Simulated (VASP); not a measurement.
MoS2: single point with LDA

Crystal: MoS2.

```
Mo S
1.0
     3.22747    0.00000    0.00000
    -1.61373    2.79507    0.00000
     0.00000    0.00000    6.31247
Mo S
1 2
Direct
  0.00000 0.00000 0.50000
  0.33333 0.66667 0.25532
  0.66667 0.33333 0.74468
```

* Program: VASP 6.6.1
* Task: single point
* Functional: LDA
* Potentials or basis: VASP PAW LDA potentials, release 64 (Mo_sv, S)
* Cutoff: 520 eV
* k mesh: 12 × 12 × 6
* Occupations: gaussian, width 0.15 eV
* Spin: no spin polarisation
* Dipole correction: no
* Further INCAR settings: ALGO = Normal; EDIFF = 1e-06; NBANDS = 20

The pressure is -5.8 GPa, the largest force is 0.138 eV/Å and the band gap on the k mesh is zero (band 13 reaches 7.37 eV, above the bottom of band 14 at 6.40 eV).

Forces on the atoms (eV/Å):
```
Mo   0.000  0.000  0.000
S    0.000  0.000  0.138
S    0.000  0.000 -0.138
```

Stress tensor (GPa, compression positive):
```
-6.86  0.00  0.00
 0.00 -6.86  0.00
 0.00  0.00 -3.72
```

Levels at points of the mesh, in eV from the Fermi level:
```
           k point  band 10  band 11  band 12  band 13  band 14  band 15  band 16  band 17
(0.00, 0.00, 0.00)    -1.81    -1.11    -0.97    -0.97    -0.30    -0.30     3.19     3.19
(0.50, 0.00, 0.00)    -4.10    -3.18    -1.75    -1.73     0.92     1.68     3.63     3.73
(0.00, 0.00, 0.50)    -3.63    -0.98    -0.98    -0.37    -0.37    -0.07     3.35     3.35
(0.50, 0.00, 0.50)    -4.15    -2.37    -2.13    -1.60     0.92     1.70     3.29     4.45
```

It took 27 s on 1 thread of Intel(R) Xeon(R) 6975P-C (Granite Rapids) (shared host), peak memory 0.22 GiB.
